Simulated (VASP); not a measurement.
Write the native input for VASP 6.6.1 that does the following.

```yaml
Task: single point
Functional: PBEsol
Potentials_or_basis: VASP PAW PBE potentials, release 64 (Mn_pv, O)
Cutoff: 520 eV
k_mesh: 7 × 7 × 7
Occupations: fermi-dirac, width 0.03 eV
Spin: collinear spin, ferromagnetic start
Starting_moments: "[5.83, 0.0] μB"
Fixed_moment: 5.83 μB
Dipole_correction: no
Further_INCAR_settings: ALGO = Normal; EDIFF = 1e-06; NBANDS = 20
```

The structure of MnO lies in POSCAR:

```
MnO
1.0
    0.0000000000      2.2220000000      2.2220000000
    2.2220000000      0.0000000000      2.2220000000
    2.2220000000      2.2220000000      0.0000000000
Mn O
1 1
Direct
    0.0000000000      0.0000000000      0.0000000000
    0.5000000000      0.5000000000      0.5000000000
```

One way to write it, as run:

INCAR

```
ALGO = Normal
EDIFF = 1E-6
ENCUT = 520
GGA = PS
ISIF = 2
ISMEAR = -1
ISPIN = 2
LASPH = T
LCHARG = F
LMAXMIX = 4
LORBIT = 11
LREAL = F
LWAVE = F
MAGMOM = 5.83 0
NBANDS = 20
NELM = 150
NUPDOWN = 5.83
PREC = Accurate
SIGMA = 0.03
```

KPOINTS

```
k-points
0
Gamma
  7 7 7
```

Potentials or basis: VASP PAW PBE potentials, release 64 (Mn_pv, O).

Command:

```sh
$ cat potpaw_PBE.64/Mn_pv/POTCAR potpaw_PBE.64/O/POTCAR > POTCAR
$ mpirun -np 1 vasp_std > vasp.out
```

It gave:

```
Pressure                                              : 26.0 GPa
Net moment                                            : 5.83 μB per cell
Site moments                                          : Mn +4.60; O +0.69 μB
Valence electrons inside the program's atomic spheres : Mn 11.39; O 4.92
```

Caveat: the PAW data sets were made with another functional, which shifts forces and pressure a little; the total moment is fixed, so each spin has its own Fermi level; a cell with one magnetic atom can't hold antiferromagnetic order, which such compounds often take.

It took 10 s on 1 thread of Intel(R) Xeon(R) Platinum 8488C (Sapphire Rapids), on a shared host, peak memory 0.15 GiB.
